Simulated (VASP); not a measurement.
Set up this calculation in VASP 6.6.1, as the native input.

```
Task                   : single point
Functional             : PBE
Potentials or basis    : VASP PAW PBE potentials, release 64 (Ti_sv, C)
Cutoff                 : 600 eV
k mesh                 : 8 × 8 × 8
Occupations            : fermi-dirac, width 0.1 eV
Spin                   : no spin polarisation
Dipole correction      : no
Further INCAR settings : ALGO = Normal; EDIFF = 1e-06; NBANDS = 15
```

The structure of TiC lies in POSCAR:

```
TiC
1.0
    0.0000000000      2.1768983305      2.1768983305
    2.1768983305      0.0000000000      2.1768983305
    2.1768983305      2.1768983305      0.0000000000
Ti C
1 1
Direct
    0.0000000000      0.0000000000      0.0000000000
    0.5000000000      0.5000000000      0.5000000000
```

The input as run:

INCAR

```
PREC     = Accurate       # precision mode
ENCUT    = 600            # plane-wave cutoff, eV
EDIFF    = 1E-6           # SCF threshold, eV
ISMEAR   = -1             # smearing method
SIGMA    = 0.1            # smearing width, eV
LREAL    = F              # projectors in reciprocal space
LASPH    = T              # aspherical terms in the spheres
NELM     = 120            # most SCF steps
ALGO     = Normal         # electronic algorithm
ISIF     = 2              # what is computed and relaxed
LWAVE    = F              # write WAVECAR
LCHARG   = F              # write CHGCAR
GGA      = PE             # functional
NBANDS   = 15             # bands
GGA_COMPAT= F
```

KPOINTS

```
regular mesh
0
Gamma
  8 8 8
```

Potentials or basis: VASP PAW PBE potentials, release 64 (Ti_sv, C).

The run is started by

```console
$ cat potpaw_PBE.64/Ti_sv/POTCAR potpaw_PBE.64/C/POTCAR > POTCAR
$ mpirun -np 1 vasp_std > vasp.out
```

Results of the run:

```
Pressure               : -3.5 GPa
Band gap on the k mesh : zero (band 8 reaches 9.92 eV, above the bottom of band 9 at 8.83 eV)
```

It took 14 s on 1 thread of Intel(R) Xeon(R) Platinum 8488C (Sapphire Rapids), on a shared host, peak memory 0.16 GiB.
